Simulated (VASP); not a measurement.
Input of a VASP 6.6.1 run:

File INCAR:

```
ALGO = Normal
EDIFF = 1E-7
EDIFFG = -0.01
ENCUT = 600
GGA = PS
IBRION = 2
ISIF = 3
ISMEAR = 1
LASPH = T
LCHARG = F
LREAL = F
LWAVE = F
NELM = 100
NSW = 80
PREC = Accurate
PSTRESS = 100.0
SIGMA = 0.1
```

Contents of KPOINTS:

```
k-points
0
Gamma
  15 15 15
```

The input POSCAR:

```
Cu
1.0
   -1.4427933200      1.4427933200      1.3760814500
    1.4427933200     -1.4427933200      1.3760814500
    1.4427933200      1.4427933200     -1.3760814500
Cu
1
Direct
    0.0000000000      0.0000000000      0.0000000000
```

Potentials or basis: VASP PAW PBE potentials, release 64 (Cu).

Launch:

```bash
$ cat potpaw_PBE.64/Cu/POTCAR > POTCAR
$ mpirun -np 1 vasp_std > vasp.out
```

Problem. Predict the band gap on the k mesh.

Solution. Zero (an odd number of electrons rules out a gap without spin polarisation).

Problem. Estimate the relaxed cell.

Solution. a = 2.412 Å, b = 2.412 Å, c = 2.412 Å, α = 109.07°, β = 109.07°, γ = 110.28°.

Problem. Estimate the relaxed volume.

Solution. 10.80 Å³/atom.

Stress tensor (GPa, compression positive):
```
9.98 0.00 0.00
0.00 9.98 0.00
0.00 0.00 9.87
```

Caveat: the cell is relaxed towards a set pressure, so the run minimises the enthalpy, not the energy; the PAW data sets were made with another functional, which shifts forces and pressure a little.
